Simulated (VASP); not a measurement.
# Al12H in VASP: a series of runs

Runs on Al12H. Level: PBE+D3(BJ). Tasks: single point.

Program: VASP 6.6.1. These are calculated values, not measurements. Logs are shortened: lines on timing, memory, paths and dates and some standing lists are left out, and cuts for length are marked.

### 1 The cell of the first run

The cell holds a slab with vacuum, 13 atoms: a = 5.631 Å, b = 5.631 Å, c = 21.668 Å, α = 90.00°, β = 90.00°, γ = 120.00°.

### 2 Single point, PBE+D3(BJ)

Input file INCAR:

```
SYSTEM = Al12H
PREC     = Accurate       ! precision mode
ENCUT    = 520            ! plane-wave cutoff, eV
EDIFF    = 1E-7           ! SCF threshold, eV
ISMEAR   = 0              ! smearing method
SIGMA    = 0.1            ! smearing width, eV
LREAL    = .False.        ! projectors in reciprocal space
LASPH    = .True.         ! aspherical terms in the spheres
NELM     = 100            ! most SCF steps
ALGO     = Normal         ! electronic algorithm
ISIF     = 2              ! what is computed and relaxed
LWAVE    = .False.        ! write WAVECAR
LCHARG   = .False.        ! write CHGCAR
LDIPOL   = .True.       
IDIPOL   = 3            
DIPOL    = 0.5 0.5 0.306
GGA      = PE             ! functional
IVDW     = 12             ! dispersion correction
NBANDS   = 30             ! bands
```

Input file KPOINTS:

```
regular mesh
0
Gamma
  6 6 1
  0 0 0
```

Input file POSCAR:

```
Al12H
1.0
    5.6314608543      0.0000000000      0.0000000000
   -2.8157304272      4.8769881603      0.0000000000
    0.0000000000      0.0000000000     21.6684292099
Al H
12 1
Direct
    0.3333333333      0.1666666667      0.1846003677
    0.3333333333      0.6666666667      0.1846003677
    0.8333333333      0.1666666667      0.1846003677
    0.8333333333      0.6666666667      0.1846003677
    0.1666666667      0.3333333333      0.2900502825
    0.1666666667      0.8333333333      0.2900502825
    0.6666666667      0.3333333333      0.2900502825
    0.6666666667      0.8333333333      0.2900502825
    0.0000000000      0.0000000000      0.3954337957
    0.0000000000      0.5000000000      0.3954337957
    0.5000000000      0.0000000000      0.3954337957
    0.5000000000      0.5000000000      0.3954337957
    0.0000000000      0.2500000000      0.4969639980
```

Potentials or basis: VASP PAW PBE potentials, release 64 (Al, H).

On the command line:

```bash
cat potpaw_PBE.64/Al/POTCAR potpaw_PBE.64/H/POTCAR > POTCAR
mpirun -np 1 vasp_std > vasp.out
```

OUTCAR:

```text
SYSTEM = Al12H
   PREC = Accurate
   ENCUT = 520
   EDIFF = 1E-7
   ISMEAR = 0
   LREAL = .False.
   LASPH = .True.
   NELM = 100
   ISIF = 2
   GGA = PE
   IVDW = 12
 IVDW          = 12

 ion  position               nearest neighbor table
   1  0.333  0.167  0.185-   5 2.80   7 2.80   6 2.80   3 2.82   3 2.82   4 2.82   4 2.82   2 2.82
                             2 2.82
   2  0.333  0.667  0.185-   6 2.80   8 2.80   5 2.80   4 2.82   4 2.82   3 2.82   3 2.82   1 2.82
                             1 2.82
   3  0.833  0.167  0.185-   7 2.80   5 2.80   8 2.80   1 2.82   1 2.82   2 2.82   2 2.82   4 2.82
                             4 2.82
   4  0.833  0.667  0.185-   8 2.80   6 2.80   7 2.80   2 2.82   2 2.82   1 2.82   1 2.82   3 2.82
                             3 2.82
   5  0.167  0.333  0.290-  12 2.80   9 2.80  10 2.80   1 2.80   3 2.80   2 2.80   7 2.82   7 2.82
                             8 2.82   8 2.82   6 2.82   6 2.82
   6  0.167  0.833  0.290-  11 2.80  10 2.80   9 2.80   2 2.80   4 2.80   1 2.80   8 2.82   8 2.82
                             7 2.82   7 2.82   5 2.82   5 2.82
   7  0.667  0.333  0.290-  10 2.80  11 2.80  12 2.80   3 2.80   1 2.80   4 2.80   5 2.82   5 2.82
                             6 2.82   6 2.82   8 2.82   8 2.82
   8  0.667  0.833  0.290-   9 2.80  12 2.80  11 2.80   4 2.80   2 2.80   3 2.80   6 2.82   6 2.82
                             5 2.82   5 2.82   7 2.82   7 2.82
   9  0.000  0.000  0.395-   8 2.80   5 2.80   6 2.80  11 2.82  11 2.82  12 2.82  12 2.82  10 2.82
                            10 2.82
  10  0.000  0.500  0.395-   7 2.80   6 2.80   5 2.80  12 2.82  12 2.82  11 2.82  11 2.82   9 2.82
                             9 2.82
  11  0.500  0.000  0.395-   6 2.80   7 2.80   8 2.80   9 2.82   9 2.82  10 2.82  10 2.82  12 2.82
                            12 2.82
  12  0.500  0.500  0.395-   5 2.80   8 2.80   7 2.80  10 2.82  10 2.82   9 2.82   9 2.82  11 2.82
                            11 2.82
  13  0.000  0.250  0.497-

  LATTYP: Found a hexagonal cell.
 ALAT       =     5.6314608543
 C/A-ratio  =     3.8477456863

  Lattice vectors:

 A1 = (   5.6314608543,   0.0000000000,   0.0000000000)
 A2 = (  -2.8157304272,   4.8769881603,   0.0000000000)
 A3 = (   0.0000000000,   0.0000000000,  21.6684292099)

Analysis of symmetry for initial positions (statically):
=====================================================================
 Subroutine PRICEL returns:
 Original cell was already a primitive cell.

 Routine SETGRP: Setting up the symmetry group for a
 hexagonal supercell.

 Subroutine GETGRP returns: Found  2 space group operations
 (whereof  1 operations were pure point group operations)
 out of a pool of 24 trial point group operations.

The static configuration has the point symmetry C_1 .
 The point group associated with its full space group is C_1h.

Analysis of symmetry for dynamics (positions and initial velocities):
=====================================================================
 Subroutine PRICEL returns:
 Original cell was already a primitive cell.

 Routine SETGRP: Setting up the symmetry group for a
 hexagonal supercell.

 Subroutine GETGRP returns: Found  2 space group operations
 (whereof  1 operations were pure point group operations)
 out of a pool of 24 trial point group operations.

The dynamic configuration has the point symmetry C_1 .
 The point group associated with its full space group is C_1h.

 Subroutine INISYM returns: Found  2 space group operations
 (whereof  1 operations are pure point group operations),
 and found     1 'primitive' translations

----------------------------------------------------------------------------------------

                                     Primitive cell

  volume of cell :     595.1140

  direct lattice vectors                    reciprocal lattice vectors
     5.631460854  0.000000000  0.000000000     0.177573817  0.102522291  0.000000000
    -2.815730427  4.876988160  0.000000000     0.000000000  0.205044582  0.000000000
     0.000000000  0.000000000 21.668429210     0.000000000  0.000000000  0.046150092

  length of vectors
     5.631460854  5.631460854 21.668429210     0.205044582  0.205044582  0.046150092

  position of ions in fractional coordinates (direct lattice)
     0.333333333  0.166666667  0.184600368
     0.333333333  0.666666667  0.184600368
     0.833333333  0.166666667  0.184600368
     0.833333333  0.666666667  0.184600368
     0.166666667  0.333333333  0.290050282
     0.166666667  0.833333333  0.290050282
     0.666666667  0.333333333  0.290050282
     0.666666667  0.833333333  0.290050282
     0.000000000  0.000000000  0.395433796
     1.000000000  0.500000000  0.395433796
     0.500000000  0.000000000  0.395433796
     0.500000000  0.500000000  0.395433796
     1.000000000  0.250000000  0.496963998

  ion indices of the primitive-cell ions
   primitive index   ion index
                 1           1
                 2           2
                 3           3
                 4           4
                 5           5
                 6           6
                 7           7
                 8           8
                 9           9
                10          10
                11          11
                12          12
                13          13

----------------------------------------------------------------------------------------

 KPOINTS: regular mesh

Automatic generation of k-mesh.
 Grid dimensions read from file:
 generate k-points for:    6    6    1

 Generating k-lattice:

  Cartesian coordinates                     Fractional coordinates (reciprocal lattice)
     0.029595636  0.017087049  0.000000000     0.166666667 -0.000000000  0.000000000
     0.000000000  0.034174097  0.000000000     0.000000000  0.166666667  0.000000000
     0.000000000  0.000000000  0.046150092     0.000000000  0.000000000  1.000000000

  Length of vectors
     0.034174097  0.034174097  0.046150092

  Shift w.r.t. Gamma in fractional coordinates (k-lattice)
     0.000000000  0.000000000  0.000000000

 Subroutine IBZKPT returns following result:
 ===========================================

 Found     13 irreducible k-points:

 Following reciprocal coordinates:
            Coordinates               Weight
  0.000000  0.000000  0.000000      1.000000
  0.166667  0.000000  0.000000      2.000000
  0.000000  0.166667  0.000000      4.000000
  0.333333  0.000000  0.000000      2.000000
  0.000000  0.333333  0.000000      4.000000
  0.500000  0.000000  0.000000      1.000000
  0.000000  0.500000  0.000000      2.000000
  0.166667  0.166667  0.000000      4.000000
 -0.166667  0.333333  0.000000      2.000000
  0.333333  0.166667  0.000000      4.000000
 -0.166667  0.500000  0.000000      4.000000
  0.500000  0.333333  0.000000      4.000000
  0.333333  0.333333  0.000000      2.000000
   k-points           NKPTS =     13   k-points in BZ     NKDIM =     13   number of bands    NBANDS=     30
   number of dos      NEDOS =    301   number of ions     NIONS =     13
   total plane-waves  NPLWV = 285768
   dimension x,y,z NGX =    42 NGY =   42 NGZ =  162
   dimension x,y,z NGXF=    84 NGYF=   84 NGZF=  324
   ions per type =              12   1
   NGX,Y,Z   is equivalent  to a cutoff of  12.40, 12.40, 12.43 a.u.
   NGXF,Y,Z  is equivalent  to a cutoff of  24.80, 24.80, 24.86 a.u.
 SYSTEM =  Al12H
   PREC   = accura    normal or accurate (medium, high low for compatibility)
   ISTART =      0    job   : 0-new  1-cont  2-samecut
   ICHARG =      2    charge: 1-file 2-atom 10-const
   ISPIN  =      1    spin polarized calculation?
   LNONCOLLINEAR =      F non collinear calculations
   LSORBIT =      F    spin-orbit coupling
   LASPH  =      T    aspherical Exc in radial PAW
   ENCUT  =  520.0 eV  38.22 Ry    6.18 a.u.  10.47 10.47 40.29*2*pi/ulx,y,z
   NELM   =    100;   NELMIN=  2; NELMDL= -5     # of ELM steps
   EDIFF  = 0.1E-06   stopping-criterion for ELM
   LREAL  =      F    real-space projection
   EDIFFG = 0.1E-05   stopping-criterion for IOM
   NSW    =      0    number of steps for IOM
   IBRION =     -1    ionic relax: 0-MD 1-quasi-New 2-CG
   NFREE  =      0    steps in history (QN), initial steepest desc. (CG)
   ISIF   =      2    stress and relaxation
   ISYM   =      2    0-nonsym 1-usesym 2-fastsym
   POTIM  = 0.5000    time-step for ionic-motion
   TEBEG  =    0.0;   TEEND  =   0.0 temperature during run
   PSTRESS=    0.0 pullay stress
   NELECT =      37.0000    total number of electrons
   NUPDOWN=      -1.0000    fix difference up-down
   EMIN   =  10.00;   EMAX   =-10.00  energy-range for DOS
   EFERMI =   0.00;   METHOD = LEGACY
   ISMEAR =     0;   SIGMA  =   0.10  broadening in eV -4-tet -1-fermi 0-gaus
   EFERMI_NEDOS =   21; number of points for ismear=-14 and -15
   IALGO  =     38    algorithm
   IMIX   =      4    mixing-type and parameters
     AMIX     =   0.40;   BMIX     =  1.00
     AMIX_MAG =   1.60;   BMIX_MAG =  1.00
  volume/ion in A,a.u.               =      45.78       308.93
  Fermi-wavevector in a.u.,A,eV,Ry     =   0.648548  1.225578  5.722805  0.420614
  Thomas-Fermi vector in A             =   1.717216
   LORBIT       =      0    0 simple, 1 ext, 2 COOP (PROOUT), +10 PAW based schemes
   GGA     = PE    functional components
   LHFCALC =     F    Hartree Fock is set to
   AEXX    =    0.0000 exact exchange contribution
   IVDW    =    12    specifies the selected vdW correction
   LEPSILON=     F    determine dielectric tensor
   LRPA    =     F    only Hartree local field effects (RPA)
 non-spin polarized calculation
 Gauss-broadening in eV      SIGMA  =   0.10
  energy-cutoff  :      520.00
  volume of cell :      595.11
 maximum number of plane-waves:     16060
 NGX is ok and might be reduce to    42
   NGX = 21   NGY = 21   NGZ = 81

 dipolmoment           0.000000      0.000000     -0.120240 electrons x Angstroem

 number of electron      37.0000000 magnetization

 dipolmoment           0.000000      0.000000      0.189981 electrons x Angstroem

 Free energy of the ion-electron system (eV)
  ---------------------------------------------------
  ext. energy  EPLUGINS =         0.00000000
  ---------------------------------------------------
  free energy    TOTEN  =       -44.00160581 eV

  energy without entropy =      -43.96787194  energy(sigma->0) =      -43.98473888

 E-fermi :  -0.3083     XC(G=0):  -4.2795

 val. band max:       -0.3349547677   @ k =   0.0000   0.5000   0.0000
 cond. band min:      -0.2950840839   @ k =   0.0000   0.0000   0.0000
 fundamental gap:      0.0398706838
 Fermi energy:        -0.3082811487

 k-point     1 :       0.0000    0.0000    0.0000
  band No.  band energies     occupation
      1     -11.1753      2.00000
      2      -9.4245      2.00000
      3      -6.6869      2.00000
      4      -5.1745      2.00000
      5      -5.1638      2.00000
      6      -5.1484      2.00000
[... 418 lines left out ...]
     29       3.1549      0.00000
     30       3.1635      0.00000

------------------------ aborting loop because EDIFF is reached ----------------------------------------

 vacuum level on the upper side and lower side of the slab       (xc-potential included)         0.575        -0.651

 Edisp (eV)   -2.93644

 E8    (eV) :    -1.3611

  FORCE on cell =-STRESS in cart. coord.  units (eV):
  Direction    XX          YY          ZZ          XY          YZ          ZX
  --------------------------------------------------------------------------------------
  -------------------------------------------------------------------------------------
  Total      -2.89396    -3.22670    -1.25253     0.28817    -0.06133    -0.10623
  in kB      -7.79117    -8.68699    -3.37207     0.77580    -0.16512    -0.28600
  external pressure =       -6.62 kB  Pullay stress =        0.00 kB

 VOLUME and BASIS-vectors are now :
 -----------------------------------------------------------------------------
  energy-cutoff  :      520.00
  volume of cell :      595.11
      direct lattice vectors                 reciprocal lattice vectors
     5.631460854  0.000000000  0.000000000     0.177573817  0.102522291  0.000000000
    -2.815730427  4.876988160  0.000000000     0.000000000  0.205044582  0.000000000
     0.000000000  0.000000000 21.668429210     0.000000000  0.000000000  0.046150092

 POSITION                                       TOTAL-FORCE (eV/Angst)
 -----------------------------------------------------------------------------------
      1.40787      0.81283      4.00000         0.111423     -0.001669     -0.116061
     -0.00000      3.25133      4.00000         0.054266      0.097330     -0.116061
      4.22360      0.81283      4.00000        -0.102018     -0.058900     -0.021116
      2.81573      3.25133      4.00000        -0.072984     -0.042137     -0.159121
      0.00000      1.62566      6.28493         0.003448      0.001991      0.201747
     -1.40787      4.06416      6.28493         0.019870      0.011472     -0.117996
      2.81573      1.62566      6.28493        -0.024668      0.060222     -0.042125
      1.40787      4.06416      6.28493         0.039820     -0.051474     -0.042125
      0.00000      0.00000      8.56843        -0.061712      0.222533      0.834596
     -1.40787      2.43849      8.56843         0.161864     -0.164711      0.834596
      2.81573      0.00000      8.56843        -0.129042     -0.074503      0.052111
      1.40787      2.43849      8.56843         0.027419      0.015830      0.102546
     -0.70393      1.21925     10.76843        -0.027687     -0.015985     -1.410991
 -----------------------------------------------------------------------------------
    total drift:                                0.000034      0.000020     -0.000031

  FREE ENERGIE OF THE ION-ELECTRON SYSTEM (eV)
  ---------------------------------------------------
  free  energy   TOTEN  =       -46.9380487920 eV

  energy  without entropy=      -46.9043149191  energy(sigma->0) =      -46.92118186

 vacuum level on the upper side and lower side of the slab         4.843         3.588
```

It took 4.1 min on 1 thread of AMD EPYC 9R45 (Zen 5), shared host; peak memory 0.65 GiB.

Results:

```
Free energy                : -46.9380 eV
Largest force              : 1.411 eV/Å
Band gap on the k mesh     : zero (an odd number of electrons rules out a gap without spin polarisation)
Dispersion energy per atom : -0.226 eV
```

Forces in eV/Å, atoms in the order of the input:
```
Al   0.111 -0.002 -0.116
Al   0.054  0.097 -0.116
Al  -0.102 -0.059 -0.021
Al  -0.073 -0.042 -0.159
Al   0.003  0.002  0.202
Al   0.020  0.011 -0.118
Al  -0.025  0.060 -0.042
Al   0.040 -0.051 -0.042
Al  -0.062  0.223  0.835
Al   0.162 -0.165  0.835
Al  -0.129 -0.075  0.052
Al   0.027  0.016  0.103
H   -0.028 -0.016 -1.411
```

Levels at points of the mesh, in eV from the Fermi level:
| k point | band 15 | band 16 | band 17 | band 18 | band 19 | band 20 | band 21 | band 22 | band 23 | band 24 |
| --- | --- | --- | --- | --- | --- | --- | --- | --- | --- | --- |
| (0.00, 0.00, 0.00) | -2.80 | -2.79 | -1.19 | -0.38 | -0.37 | -0.30 | -0.15 | -0.14 | 0.01 | 1.26 |
| (0.50, 0.00, 0.00) | -0.58 | -0.54 | -0.29 | -0.18 | -0.06 | 0.96 | 0.96 | 1.29 | 1.39 | 1.73 |
| (0.00, 0.50, 0.00) | -0.56 | -0.54 | -0.38 | -0.18 | -0.03 | 0.96 | 0.98 | 1.29 | 1.40 | 1.73 |

### 3 Single point, PBE+D3(BJ)

Input file INCAR:

```
SYSTEM = Al12H
PREC = Accurate
ENCUT = 520
EDIFF = 1E-7
ISMEAR = 0
SIGMA = 0.1
LREAL = .False.
LASPH = .True.
NELM = 100
ALGO = Normal
ISIF = 2
LWAVE = .False.
LCHARG = .False.
LDIPOL = .True.
IDIPOL = 3
DIPOL = 0.5 0.5 0.306
GGA = PE
IVDW = 12
NBANDS = 30
```

KPOINTS is that of step 2.

POSCAR: that of step 2 with these lines changed.

```diff
@@ -20,2 +20,2 @@
     0.5000000000      0.5000000000      0.3954337957
-    0.0000000000      0.2500000000      0.4969639980
+    0.0833333333      0.1666666667      0.4969639980
```

Potentials or basis: VASP PAW PBE potentials, release 64 (Al, H).

On the command line:

```bash
cat potpaw_PBE.64/Al/POTCAR potpaw_PBE.64/H/POTCAR > POTCAR
mpirun -np 1 vasp_std > vasp.out
```

It took 3.8 min on 1 thread of AMD EPYC 9R45 (Zen 5), shared host; peak memory 0.65 GiB.

Results (log left out):

```yaml
Free_energy: -47.0551 eV
Largest_force: 1.752 eV/Å
Band_gap_on_the_k_mesh: zero (an odd number of electrons rules out a gap without spin polarisation)
Dispersion_energy_per_atom: -0.226 eV
```

Forces in eV/Å, atoms in the order of the input:
```
Al   0.112 -0.015 -0.087
Al   0.000  0.103 -0.080
Al  -0.112 -0.015 -0.087
Al   0.000 -0.064 -0.146
Al   0.000  0.101  0.182
Al   0.082 -0.087 -0.040
Al   0.000  0.101 -0.091
Al  -0.082 -0.087 -0.040
Al   0.000  0.365  1.713
Al  -0.007 -0.006  0.135
Al   0.000 -0.025 -0.018
Al   0.007 -0.006  0.135
H    0.000 -0.366 -1.576
```

Levels at points of the mesh, in eV from the Fermi level:
```csv
k point,band 16,band 17,band 18,band 19,band 20,band 21,band 22,band 23
"(0.00, 0.00, 0.00)",-2.79,-1.24,-0.38,-0.37,-0.30,-0.14,-0.14,0.05
"(0.50, 0.00, 0.00)",-0.54,-0.39,-0.18,-0.04,0.96,0.99,1.30,1.40
"(0.00, 0.50, 0.00)",-0.54,-0.33,-0.19,-0.13,0.96,0.97,1.30,1.40
```

### 4 Single point, PBE+D3(BJ)

Input file INCAR:

```
PREC = Accurate
ENCUT = 520
EDIFF = 1E-6
ISMEAR = 0
SIGMA = 0.1
LREAL = F
LASPH = T
NELM = 60
ALGO = Normal
ISIF = 2
LWAVE = F
LCHARG = F
LDIPOL = T
IDIPOL = 3
DIPOL = 0.5 0.5 0.306
GGA = PE
IVDW = 12
NBANDS = 30
```

Input file KPOINTS:

```
Automatic mesh
0
Gamma
  6 6 1
```

POSCAR: that of step 3 with these lines changed.

```diff
@@ -20,2 +20,2 @@
     0.5000000000      0.5000000000      0.3954337957
-    0.0833333333      0.1666666667      0.4969639980
+    0.1666666667      0.0833333333      0.4969639980
```

On the command line:

```bash
cat potpaw_PBE.64/Al/POTCAR potpaw_PBE.64/H/POTCAR > POTCAR
mpirun -np 1 vasp_std > vasp.out
```

Wall time 3.4 min (1 thread of AMD EPYC 9R45 (Zen 5), shared host); peak memory 0.65 GiB.

It converged, with:

```
Free energy                : -47.0649 eV
Largest force              : 1.713 eV/Å
Band gap on the k mesh     : zero (an odd number of electrons rules out a gap without spin polarisation)
Dispersion energy per atom : -0.226 eV
```

Forces on the atoms (eV/Å):
```
Al   0.059  0.034 -0.040
Al   0.013  0.007 -0.095
Al  -0.068  0.053 -0.145
Al   0.012 -0.086 -0.145
Al   0.000  0.076  0.090
Al   0.066 -0.038  0.090
Al   0.034  0.020 -0.060
Al  -0.111 -0.064 -0.078
Al   0.244  0.141  1.689
Al  -0.051 -0.030  0.034
Al   0.070 -0.014  0.123
Al   0.023  0.068  0.123
H   -0.290 -0.168 -1.587
```

Levels at points of the mesh, in eV from the Fermi level:
| k point | band 15 | band 16 | band 17 | band 18 | band 19 | band 20 | band 21 | band 22 |
| --- | --- | --- | --- | --- | --- | --- | --- | --- |
| (0.00, 0.00, 0.00) | -2.79 | -2.79 | -1.25 | -0.38 | -0.37 | -0.25 | -0.15 | -0.14 |
| (0.50, 0.00, 0.00) | -0.57 | -0.54 | -0.46 | -0.19 | 0.02 | 0.96 | 1.02 | 1.30 |
| (0.00, 0.50, 0.00) | -0.57 | -0.54 | -0.36 | -0.19 | -0.06 | 0.96 | 0.98 | 1.30 |

### 5 Summary

| cell | gap on the mesh (eV) | largest force (eV/Å) |
| --- | --- | --- |
| as given, atomic positions A | none | 1.41 |
| as given, atomic positions B | none | 1.75 |
| as given, atomic positions C | none | 1.71 |

Alike in all rows: task single point; level PBE+D3(BJ); potentials or basis VASP PAW PBE potentials, release 64 (Al, H); no spin polarisation; k mesh 6 × 6 × 1; cutoff (eV) 520; smearing gaussian 0.1 eV.

Absolute energies hang on the potentials; compare differences alone.

The gap in the log of VASP goes by the Fermi energy; the results here count the filled bands.